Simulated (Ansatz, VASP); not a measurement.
## MgO in VASP and in Ansatz

```
CELL_PARAMETERS angstrom
0.00000 2.10760 2.10760
2.10760 0.00000 2.10760
2.10760 2.10760 0.00000
ATOMIC_POSITIONS crystal
Mg 0.98107 0.01893 0.03155
O 0.52875 0.47125 0.45208
```

Change from the starting cell: mode 4 frozen in at -0.162 Å and mode 5 at -0.040 Å (largest displacements).

Alike in both runs: task single point; functional PBEsol; k mesh 10 × 10 × 10; occupations gaussian, width 0.05 eV; no spin polarisation.

```csv
,VASP,Ansatz
version,VASP 6.6.1,Ansatz 0.2.0
potentials or method,"VASP PAW PBE potentials, release 64 (Mg, O), cutoff 520 eV","scalar-relativistic, plane waves, PAW"
valence electrons in the cell,8,16
```

```tsv
	VASP	Ansatz	Ansatz less VASP
gap on the k mesh at the Fermi level (eV)	4.59	4.59	+0.003
least direct gap on the mesh (eV)	4.59	4.59	+0.003
pressure (GPa)	7.5	7.8	+0.34
traceless stress, the component that is largest in VASP (GPa)	17.97	17.55	-0.426
rms of the force components (eV/Å)	1.285	1.262	-0.0238
```

VASP's potentials were made for PBE, not for PBEsol, and Ansatz warns of the same on its side. Atom by atom the forces differ by 0.024 eV/Å (rms over components). VASP's potentials hold 8 valence electrons a cell and Ansatz's 16, so a difference there can come from the potentials and not from the codes.
